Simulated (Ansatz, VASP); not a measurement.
Two plane-wave programs on GaN

```xyz
4
Lattice="3.2184 0.0000 0.0000 -1.6092 2.7872 0.0000 0.0000 0.0000 5.2431" Properties=species:S:1:pos:R:3 pbc="T T T"
Ga    0.0000    1.8582    5.2385
Ga    1.6092    0.9291    2.6170
N     0.0000    1.8582    1.9707
N     1.6092    0.9291    4.5923
```

Alike in both runs: functional PBE; k mesh 12 × 12 × 6; occupations gaussian, width 0.02 eV; no spin polarisation.

Ansatz relaxed the structure, and its values are those at the end. VASP's run is a single point on that final structure, the one shown.

|  | VASP | Ansatz |
| --- | --- | --- |
| version | VASP 6.6.1 | Ansatz 0.2.0 |
| potentials or method | VASP PAW PBE potentials, release 64 (Ga_d, N), cutoff 520 eV | scalar-relativistic, plane waves, PAW |
| valence electrons in the cell | 36 | 36 |

```tsv
	VASP	Ansatz	Ansatz less VASP
gap on the k mesh at the Fermi level (eV)	1.72	1.71	-0.005
least direct gap on the mesh (eV)	1.72	1.71	-0.005
pressure (GPa)	0.1	0.0	-0.13
```
